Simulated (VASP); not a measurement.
# B in VASP: a series of runs

B is run at these levels: PBEsol-based screened hybrid with 25 % exact exchange, HF, PBE, PBE0; tasks: relaxation of cell and atoms, single point.

Everything below comes from runs of VASP 6.6.1. Logs are shortened: lines on timing, memory, paths and dates and some standing lists are left out, and cuts for length are marked.

**1. The cell of the first run**

Symmetry: Pm-3m, No. 221, cubic system. The conventional cell has a = 1.885 Å, b = 1.885 Å, c = 1.885 Å, α = 90.00°, β = 90.00°, γ = 90.00°. Within 2.5 Å of B (site symmetry m-3m) lie 6 B at 1.89 Å.

This isn't the form of B at room conditions, which is rhombohedral.

**2. Relaxation of cell and atoms, PBEsol-based screened hybrid with 25 % exact exchange**

Contents of POSCAR:

```
B
1.0
    1.8852400000      0.0000000000      0.0000000000
    0.0000000000      1.8852400000      0.0000000000
    0.0000000000      0.0000000000      1.8852400000
B
1
Direct
    0.5000000000      0.5000000000      0.5000000000
```

Contents of INCAR.step1:

```
ALGO = Normal
EDIFF = 1E-5
ENCUT = 600
GGA = PE
ISMEAR = -1
LASPH = True
LCHARG = False
LREAL = False
LWAVE = True
NBANDS = 8
NELM = 80
PREC = Accurate
SIGMA = 0.05
```

Contents of INCAR.step2:

```
AEXX = 0.25
ALGO = Normal
EDIFF = 1E-6
EDIFFG = -0.01
ENCUT = 600
GGA = PS
HFSCREEN = 0.207
IBRION = 2
ISIF = 3
ISMEAR = -1
ISTART = 1
LASPH = True
LCHARG = False
LHFCALC = True
LREAL = False
LWAVE = False
NELM = 80
NSW = 60
PREC = Accurate
PRECFOCK = Normal
SIGMA = 0.05
```

Contents of KPOINTS:

```
k-points
0
Gamma
  7 7 7
```

Potentials or basis: VASP PAW PBE potentials, release 64 (B).

On the command line:

```bash
$ cat potpaw_PBE.64/B/POTCAR > POTCAR
$ cp INCAR.step1 INCAR
$ mpirun -np 1 vasp_std > vasp.out
$ cp INCAR.step2 INCAR
$ mpirun -np 1 vasp_std > vasp.out
```

OUTCAR:

```text
AEXX = 0.25
   EDIFF = 1E-6
   EDIFFG = -0.01
   ENCUT = 600
   GGA = PS
   HFSCREEN = 0.207
   IBRION = 2
   ISIF = 3
   ISMEAR = -1
   ISTART = 1
   LASPH = True
   LHFCALC = True
   LREAL = False
   NELM = 80
   NSW = 60
   PREC = Accurate
   PRECFOCK = Normal

 ion  position               nearest neighbor table
   1  0.500  0.500  0.500-

  LATTYP: Found a simple cubic cell.
 ALAT       =     1.8852400000

  Lattice vectors:

 A1 = (   1.8852400000,   0.0000000000,   0.0000000000)
 A2 = (   0.0000000000,   1.8852400000,   0.0000000000)
 A3 = (   0.0000000000,   0.0000000000,   1.8852400000)

Analysis of symmetry for initial positions (statically):
=====================================================================
 Subroutine PRICEL returns:
 Original cell was already a primitive cell.

 Routine SETGRP: Setting up the symmetry group for a
 simple cubic supercell.

 Subroutine GETGRP returns: Found 48 space group operations
 (whereof 48 operations were pure point group operations)
 out of a pool of 48 trial point group operations.

The static configuration has the point symmetry O_h .

Analysis of symmetry for dynamics (positions and initial velocities):
=====================================================================
 Subroutine PRICEL returns:
 Original cell was already a primitive cell.

 Routine SETGRP: Setting up the symmetry group for a
 simple cubic supercell.

 Subroutine GETGRP returns: Found 48 space group operations
 (whereof 48 operations were pure point group operations)
 out of a pool of 48 trial point group operations.

The dynamic configuration has the point symmetry O_h .

 Subroutine INISYM returns: Found 48 space group operations
 (whereof 48 operations are pure point group operations),
 and found     1 'primitive' translations

----------------------------------------------------------------------------------------

                                     Primitive cell

  volume of cell :       6.7004

  direct lattice vectors                    reciprocal lattice vectors
     1.885240000  0.000000000  0.000000000     0.530436443  0.000000000  0.000000000
     0.000000000  1.885240000  0.000000000     0.000000000  0.530436443  0.000000000
     0.000000000  0.000000000  1.885240000     0.000000000  0.000000000  0.530436443

  length of vectors
     1.885240000  1.885240000  1.885240000     0.530436443  0.530436443  0.530436443

  position of ions in fractional coordinates (direct lattice)
     0.500000000  0.500000000  0.500000000

  ion indices of the primitive-cell ions
   primitive index   ion index
                 1           1

----------------------------------------------------------------------------------------

 KPOINTS: k-points

Automatic generation of k-mesh.
 Grid dimensions read from file:
 generate k-points for:    7    7    7

 Generating k-lattice:

  Cartesian coordinates                     Fractional coordinates (reciprocal lattice)
     0.075776635  0.000000000  0.000000000     0.142857143  0.000000000  0.000000000
     0.000000000  0.075776635  0.000000000     0.000000000  0.142857143  0.000000000
     0.000000000  0.000000000  0.075776635     0.000000000  0.000000000  0.142857143

  Length of vectors
     0.075776635  0.075776635  0.075776635

  Shift w.r.t. Gamma in fractional coordinates (k-lattice)
     0.000000000  0.000000000  0.000000000

 Subroutine IBZKPT returns following result:
 ===========================================

 Found     20 irreducible k-points:

 Following reciprocal coordinates:
            Coordinates               Weight
  0.000000  0.000000  0.000000      1.000000
  0.142857  0.000000  0.000000      6.000000
  0.285714  0.000000  0.000000      6.000000
  0.428571  0.000000  0.000000      6.000000
  0.142857  0.142857  0.000000     12.000000
  0.285714  0.142857  0.000000     24.000000
[... 12 lines left out ...]
  0.428571  0.428571  0.285714     24.000000
  0.428571  0.428571  0.428571      8.000000
   k-points           NKPTS =     20   k-points in BZ     NKDIM =    343   number of bands    NBANDS=      5
   number of dos      NEDOS =    301   number of ions     NIONS =      1
   total plane-waves  NPLWV =   4096
   dimension x,y,z NGX =    16 NGY =   16 NGZ =   16
   dimension x,y,z NGXF=    32 NGYF=   32 NGZF=   32
   ions per type =               1
   NGX,Y,Z   is equivalent  to a cutoff of  14.11, 14.11, 14.11 a.u.
   NGXF,Y,Z  is equivalent  to a cutoff of  28.22, 28.22, 28.22 a.u.
 SYSTEM =  unknown system
   PREC   = accura    normal or accurate (medium, high low for compatibility)
   ISTART =      1    job   : 0-new  1-cont  2-samecut
   ICHARG =      0    charge: 1-file 2-atom 10-const
   ISPIN  =      1    spin polarized calculation?
   LNONCOLLINEAR =      F non collinear calculations
   LSORBIT =      F    spin-orbit coupling
   LASPH  =      T    aspherical Exc in radial PAW
   ENCUT  =  600.0 eV  44.10 Ry    6.64 a.u.   3.77  3.77  3.77*2*pi/ulx,y,z
   NELM   =     80;   NELMIN=  2; NELMDL=  0     # of ELM steps
   EDIFF  = 0.1E-05   stopping-criterion for ELM
   LREAL  =      F    real-space projection
   EDIFFG = -.1E-01   stopping-criterion for IOM
   NSW    =     60    number of steps for IOM
   IBRION =      2    ionic relax: 0-MD 1-quasi-New 2-CG
   NFREE  =      1    steps in history (QN), initial steepest desc. (CG)
   ISIF   =      3    stress and relaxation
   ISYM   =      3    0-nonsym 1-usesym 2-fastsym
   POTIM  = 0.5000    time-step for ionic-motion
   TEBEG  =    0.0;   TEEND  =   0.0 temperature during run
   PSTRESS=    0.0 pullay stress
   NELECT =       3.0000    total number of electrons
   NUPDOWN=      -1.0000    fix difference up-down
   EMIN   =  10.00;   EMAX   =-10.00  energy-range for DOS
   EFERMI =   0.00;   METHOD = LEGACY
   ISMEAR =    -1;   SIGMA  =   0.05  broadening in eV -4-tet -1-fermi 0-gaus
   EFERMI_NEDOS =   21; number of points for ismear=-14 and -15
   IALGO  =     38    algorithm
   IMIX   =      1    mixing-type and parameters
     AMIX     =   0.40;   BMIX     =  1.00
     AMIX_MAG =   1.60;   BMIX_MAG =  1.00
  volume/ion in A,a.u.               =       6.70        45.22
  Fermi-wavevector in a.u.,A,eV,Ry     =   1.252416  2.366723 21.341361  1.568546
  Thomas-Fermi vector in A             =   2.386317
   LORBIT       =      0    0 simple, 1 ext, 2 COOP (PROOUT), +10 PAW based schemes
   GGA     = PS    functional components
   LHFCALC =     T    Hartree Fock is set to
   PRECFOCK=normal    Normal, Fast or Accurate (Low or Medium for compatibility)
   ENCUT4O =  -1.0   cutoff for four orbital integrals eV
   NKREDX  =     1    reduce k-point grid by
   NKREDY  =     1    reduce k-point grid by
   NKREDZ  =     1    reduce k-point grid by
   AEXX    =    0.2500 exact exchange contribution
   HFSCREEN=    0.2070 screening length (either q_TF or 0.3 A-1)
   HFSCREENC=   0.2070 screening length for correlation (either q_TF or 0.3 A-1)
   ENCUTFOCK=  -1.0 apply spherical cutoff to Coloumb kernel
   IVDW    =     0    specifies the selected vdW correction
   LEPSILON=     F    determine dielectric tensor
   LRPA    =     F    only Hartree local field effects (RPA)
 conjugate gradient relaxation of ions
 non-spin polarized calculation
  energy-cutoff  :      600.00
  volume of cell :        6.70
 maximum number of plane-waves:       251
 NGX is ok and might be reduce to    16
  NGX = 12; NGY = 12; NGZ = 12

--------------------------------------- Ionic step        1  -------------------------------------------

 number of electron       3.0000000 magnetization

 Free energy of the ion-electron system (eV)
  ---------------------------------------------------
  ext. energy  EPLUGINS =         0.00000000
  ---------------------------------------------------
  free energy    TOTEN  =        -6.50894085 eV

  energy without entropy =       -6.50485395  energy(sigma->0) =       -6.50689740

------------------------ aborting loop because EDIFF is reached ----------------------------------------

  FORCE on cell =-STRESS in cart. coord.  units (eV):
  Direction    XX          YY          ZZ          XY          YZ          ZX
  --------------------------------------------------------------------------------------
  -------------------------------------------------------------------------------------
  Total       -0.2681009     -0.2681009     -0.2681009      0.0000000      0.0000000     -0.0000000
  in kB      -64.1075058    -64.1075058    -64.1075058      0.0000000      0.0000000     -0.0000000
  external PRESSURE =     -64.1075058 kB  Pullay stress =       0.0000000 kB

 VOLUME and BASIS-vectors are now :
 -----------------------------------------------------------------------------
  energy-cutoff  :      600.00
  volume of cell :        6.70
      direct lattice vectors                 reciprocal lattice vectors
     1.885240000  0.000000000  0.000000000     0.530436443  0.000000000  0.000000000
     0.000000000  1.885240000  0.000000000     0.000000000  0.530436443  0.000000000
     0.000000000  0.000000000  1.885240000     0.000000000  0.000000000  0.530436443
[... 36 lines left out ...]
 POSITION                                       TOTAL-FORCE (eV/Angst)
 -----------------------------------------------------------------------------------
      0.93043      0.93043      0.93043        -0.000000      0.000000      0.000000
 -----------------------------------------------------------------------------------
    total drift:                                0.000000     -0.000001      0.000000

  FREE ENERGIE OF THE ION-ELECTRON SYSTEM (eV)
  ---------------------------------------------------
  free  energy   TOTEN  =        -6.5116349408 eV

  energy  without entropy=       -6.5075480420  energy(sigma->0) =       -6.50959149

--------------------------------------- Ionic step        3  -------------------------------------------

 number of electron       3.0000000 magnetization

 Free energy of the ion-electron system (eV)
  ---------------------------------------------------
  ext. energy  EPLUGINS =         0.00000000
  ---------------------------------------------------
  free energy    TOTEN  =        -6.51247872 eV

  energy without entropy =       -6.50839182  energy(sigma->0) =       -6.51043527

 E-fermi :   7.1224     XC(G=0): -10.2115

 val. band max:        7.0728866927   @ k =   0.4286   0.2857   0.2857
 cond. band min:       8.5040449384   @ k =   0.4286   0.4286   0.2857
 fundamental gap:      1.4311582457
 Fermi energy:         7.1224066285

 k-point     1 :       0.0000    0.0000    0.0000
  band No.  band energies     occupation
      1     -10.9501      2.00000
      2      22.6422      0.00000
      3      22.6422      0.00000
      4      22.6422      0.00000
      5      32.9311      0.00000

 k-point     2 :       0.1429    0.0000    0.0000
  band No.  band energies     occupation
      1     -10.1742      2.00000
      2      17.0252      0.00000
      3      23.2532      0.00000
      4      23.2532      0.00000
      5      33.7784      0.00000

 k-point     3 :       0.2857    0.0000    0.0000
  band No.  band energies     occupation
      1      -7.8475      2.00000
      2       9.1055      0.00000
      3      24.8658      0.00000
      4      24.8658      0.00000
      5      36.2438      0.00000
[... 156 lines left out ...]
 POSITION                                       TOTAL-FORCE (eV/Angst)
 -----------------------------------------------------------------------------------
      0.93440      0.93440      0.93440        -0.000000      0.000000      0.000000
 -----------------------------------------------------------------------------------
    total drift:                                0.000001     -0.000003      0.000001

  FREE ENERGIE OF THE ION-ELECTRON SYSTEM (eV)
  ---------------------------------------------------
  free  energy   TOTEN  =        -6.5124787168 eV

  energy  without entropy=       -6.5083918179  energy(sigma->0) =       -6.51043527

 reached required accuracy - stopping structural energy minimisation
```

Run time: 100 s. Hardware: 1 thread of Intel Xeon 8259CL, shared host; peak memory 0.21 GiB.

What came out:

| Item | Value |
| --- | --- |
| Free energy | -6.5125 eV |
| Relaxed volume | 6.53 Å³/atom |
| Relaxed cell | a = 1.869 Å, b = 1.869 Å, c = 1.869 Å, α = 90.00°, β = 90.00°, γ = 90.00° |
| Space group after relaxing (to 0.1 Å) | Pm-3m (No. 221) |
| Energy gained by relaxing | 3.5 meV/atom |
| Ionic steps | 3 |
| Pressure after relaxing | 0.0 GPa |
| Band gap on the k mesh | zero (an odd number of electrons rules out a gap without spin polarisation) |

Step by step:
```csv
step,energy change (eV),largest force (eV/Å),pressure (GPa),volume (Å³)
1,0.0000,0.0000,-6.41,6.70
2,-0.0027,0.0000,3.28,6.44
3,-0.0035,0.0000,0.02,6.53
```

Final structure:
```
B
1.0
     1.86879    0.00000    0.00000
     0.00000    1.86879    0.00000
     0.00000    0.00000    1.86879
B
1
Direct
  0.50000 0.50000 0.50000
```

Caveat: the k points lie up to 0.48 Å⁻¹ apart in the final cell, too coarse for converged energies and pressures of a metal; the PAW data sets were made with another functional, which shifts forces and pressure a little.

**3. Relaxation of cell and atoms, HF**

POSCAR is that of step 2.

Contents of INCAR.step1:

```
SYSTEM = B
PREC = Accurate
ENCUT = 600
EDIFF = 1E-5
ISMEAR = -1
SIGMA = 0.05
LREAL = .FALSE.
LASPH = .TRUE.
NELM = 80
ALGO = Normal
LWAVE = .TRUE.
LCHARG = .FALSE.
GGA = PE
NBANDS = 8
```

Contents of INCAR.step2:

```
SYSTEM = B
PREC = Accurate
ENCUT = 600
EDIFF = 1E-6
ISMEAR = -1
SIGMA = 0.05
LREAL = .FALSE.
LASPH = .TRUE.
NELM = 80
ALGO = Normal
ISIF = 3
LWAVE = .FALSE.
LCHARG = .FALSE.
GGA = PE
LHFCALC = .TRUE.
AEXX = 1.0
ALDAC = 0.0
AGGAC = 0.0
PRECFOCK = Normal
IBRION = 2
NSW = 60
EDIFFG = -0.01
ISTART = 1
```

Contents of KPOINTS:

```
regular mesh
0
G
  7 7 7
  0 0 0
```

Potentials or basis: VASP PAW PBE potentials, release 64 (B).

On the command line:

```bash
$ cat potpaw_PBE.64/B/POTCAR > POTCAR
$ cp INCAR.step1 INCAR
$ mpirun -np 1 vasp_std > vasp.out
$ cp INCAR.step2 INCAR
$ mpirun -np 1 vasp_std > vasp.out
```

Run time: 2 min. Hardware: 1 thread of Intel Xeon 8259CL, shared host; peak memory 0.11 GiB.

It converged, with:

```
Free energy                           : -7.5376 eV
Relaxed volume                        : 6.88 Å³/atom
Relaxed cell                          : a = 1.902 Å, b = 1.902 Å, c = 1.902 Å, α = 90.00°, β = 90.00°, γ = 90.00°
Space group after relaxing (to 0.1 Å) : Pm-3m (No. 221)
Energy gained by relaxing             : 3.6 meV/atom
Ionic steps                           : 3
Pressure after relaxing               : 0.0 GPa
Band gap on the k mesh                : zero (an odd number of electrons rules out a gap without spin polarisation)
```

Step by step:
```csv
step,energy change (eV),largest force (eV/Å),pressure (GPa),volume (Å³)
1,0.0000,0.0000,6.44,6.70
2,-0.0029,0.0000,-2.64,6.97
3,-0.0036,0.0000,-0.04,6.88
```

Final structure:
```cif
data_structure
_symmetry_space_group_name_H-M 'P 1'
_symmetry_Int_Tables_number 1
_cell_length_a 1.9022
_cell_length_b 1.9022
_cell_length_c 1.9022
_cell_angle_alpha 90.000
_cell_angle_beta 90.000
_cell_angle_gamma 90.000
_cell_volume 6.88
loop_
_atom_site_label
_atom_site_type_symbol
_atom_site_fract_x
_atom_site_fract_y
_atom_site_fract_z
_atom_site_occupancy
B1 B 0.50000 0.50000 0.50000 1
```

Levels at points of the mesh, in eV from the Fermi level:
| k point | band 1 | band 2 | band 3 | band 4 | band 5 |
| --- | --- | --- | --- | --- | --- |
| (0.00, 0.00, 0.00) | -24.72 | 21.71 | 21.71 | 21.71 | 31.42 |

Caveat: the k points lie up to 0.47 Å⁻¹ apart in the final cell, too coarse for converged energies and pressures of a metal; the PAW data sets were made with another functional, which shifts forces and pressure a little.

(Part 1 of 2 ends here.)
